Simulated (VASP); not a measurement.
# GaSb: single point with PBE

GaSb:

```
Ga Sb
1.0
     3.02629    0.00000    0.00000
     0.00000    3.02629    0.00000
     0.00000    0.00000    6.20298
Ga Sb
1 1
Direct
  0.00000 0.00000 0.00000
  0.00000 0.00000 0.50000
```

This cell differs from its parent crystal: In replaced by Ga, lengths x 0.957, strained.

```yaml
Program: VASP 6.6.1
Task: single point
Functional: PBE
Potentials_or_basis: VASP PAW PBE potentials, release 64 (Ga_d, Sb)
Cutoff: 500 eV
k_mesh: 6 × 6 × 4
Occupations: gaussian, width 0.1 eV
Spin: no spin polarisation
```

The pressure is -2.2 GPa and the band gap on the k mesh is zero (band 9 reaches 9.65 eV, above the bottom of band 10 at 3.47 eV).

Stress tensor (GPa, compression positive):
```
-0.62  0.00  0.00
 0.00 -0.62  0.00
 0.00  0.00 -5.24
```

Levels at points of the mesh, in eV from the Fermi level:
```csv
k point,band 5,band 6,band 7,band 8,band 9,band 10,band 11,band 12,band 13,band 14
"(0.00, 0.00, 0.00)",-14.79,-11.50,-7.09,-4.28,4.76,4.76,4.90,8.16,8.16,8.18
"(0.50, 0.00, 0.00)",-14.79,-8.70,-4.88,-4.11,-1.90,-1.42,3.17,7.07,7.19,10.37
"(0.50, 0.50, 0.00)",-14.73,-5.67,-2.64,-2.64,-0.88,0.36,0.94,0.94,3.03,6.13
"(0.00, 0.00, 0.50)",-14.79,-11.36,-8.08,-1.18,0.23,4.94,4.94,7.58,7.58,8.36
"(0.50, 0.00, 0.50)",-14.79,-8.58,-5.23,-4.68,-2.11,1.32,2.83,6.03,6.60,7.27
"(0.50, 0.50, 0.50)",-14.73,-5.53,-2.48,-2.48,-2.33,0.37,0.37,3.39,3.93,4.81
```

Run time: 15 s on 1 thread of Intel Xeon 6975P-C (shared host), peak memory 0.18 GiB.

Caveat: the cell differs from its parent crystal (In replaced by Ga, lengths x 0.957, strained); spin-orbit coupling is left out, which moves the levels of the heavy elements.
